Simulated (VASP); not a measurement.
Wanted: the native input for a VASP 6.6.1 run.

| Property | Result |
| --- | --- |
| Task | single point |
| Functional | PBE |
| Potentials or basis | VASP PAW PBE potentials, release 64 (Zn, Sn_d, O) |
| Cutoff | 600 eV |
| k mesh | 12 × 12 × 8 |
| Occupations | gaussian, width 0.1 eV |
| Spin | no spin polarisation |
| Dipole correction | no |
| Further INCAR settings | ALGO = Normal; EDIFF = 1e-06; NBANDS = 30 |

The structure of Zn2SnO lies in POSCAR:

```
Zn2SnO
1.0
    4.2225583393      0.0000000000      0.0000000000
   -2.1112791697      3.6568427908      0.0000000000
    0.0000000000      0.0000000000      5.5041377902
Zn Sn O
2 1 1
Direct
    0.0000000000      0.0000000000      0.0000000000
    0.3333333333      0.6666666667      0.5000000000
    0.3333333333      0.6666666667      0.0000000000
    0.6666666667      0.3333333333      0.5000000000
```

One way to write it, as run:

INCAR

```
SYSTEM = Zn2SnO
PREC = Accurate ; ENCUT = 600
EDIFF = 1E-6 ; ISMEAR = 0
SIGMA = 0.1 ; LREAL = .FALSE.
LASPH = .TRUE. ; NELM = 120
ALGO = Normal ; ISIF = 2
LWAVE = .FALSE. ; LCHARG = .TRUE.
GGA = PE ; LELF = .TRUE.
LVHAR = .TRUE. ; NBANDS = 30
GGA_COMPAT = .FALSE.
```

KPOINTS

```
regular mesh
0
G
  12 12 8
  0 0 0
```

Potentials or basis: VASP PAW PBE potentials, release 64 (Zn, Sn_d, O).

Command:

```sh
$ cat potpaw_PBE.64/Zn/POTCAR potpaw_PBE.64/Sn_d/POTCAR potpaw_PBE.64/O/POTCAR > POTCAR
$ mpirun -np 1 vasp_std > vasp.out
```

Results of the run:

| Quantity | Value |
| --- | --- |
| Pressure | 0.1 GPa |
| Band gap on the k mesh | zero (bands 22 and 23 overlap by 2.20 eV) |

Caveat: spin-orbit coupling is left out, which moves the levels of the heavy elements.

It took 4.7 min on 1 thread of Intel(R) Xeon(R) Platinum 8488C (Sapphire Rapids) (shared host), peak memory 0.44 GiB.
